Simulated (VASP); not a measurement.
Here is a VASP 6.6.1 calculation.

Contents of INCAR:

```
SYSTEM = AlN
ALGO     = Normal         ! electronic algorithm
EDIFF    = 1E-7           ! SCF threshold, eV
ENCUT    = 520            ! plane-wave cutoff, eV
GGA      = PS             ! functional
ISIF     = 2              ! what is computed and relaxed
ISMEAR   = 0              ! smearing method
LASPH    = .TRUE.         ! aspherical terms in the spheres
LCHARG   = .FALSE.        ! write CHGCAR
LREAL    = .FALSE.        ! projectors in reciprocal space
LWAVE    = .FALSE.        ! write WAVECAR
NBANDS   = 16             ! bands
NELM     = 100            ! most SCF steps
PREC     = Accurate       ! precision mode
SIGMA    = 0.02           ! smearing width, eV
```

File KPOINTS:

```
k-points
0
G
  12 12 6
  0 0 0
```

Contents of POSCAR:

```
AlN
1.0
    3.3121160000      0.0000000000      0.0000000000
   -1.6560580000      2.8683760000      0.0000000000
    0.0000000000      0.0000000000      4.3271484333
Al N
2 2
Direct
    0.3333333333      0.6666666667      0.7500000000
    0.6666666667      0.3333333333      0.2500000000
    0.3333333333      0.6666666667      0.2500000000
    0.6666666667      0.3333333333      0.7500000000
```

Potentials or basis: VASP PAW PBE potentials, release 64 (Al, N).

The run is started by

```sh
$ cat potpaw_PBE.64/Al/POTCAR potpaw_PBE.64/N/POTCAR > POTCAR
$ mpirun -np 1 vasp_std > vasp.out
```

(1) Estimate the band gap on the k mesh.

(2) What does it give for the pressure?

Answers

(1) 2.85 eV, direct.

(2) -8.5 GPa.

Caveat: the PAW data sets were made with another functional, which shifts forces and pressure a little.
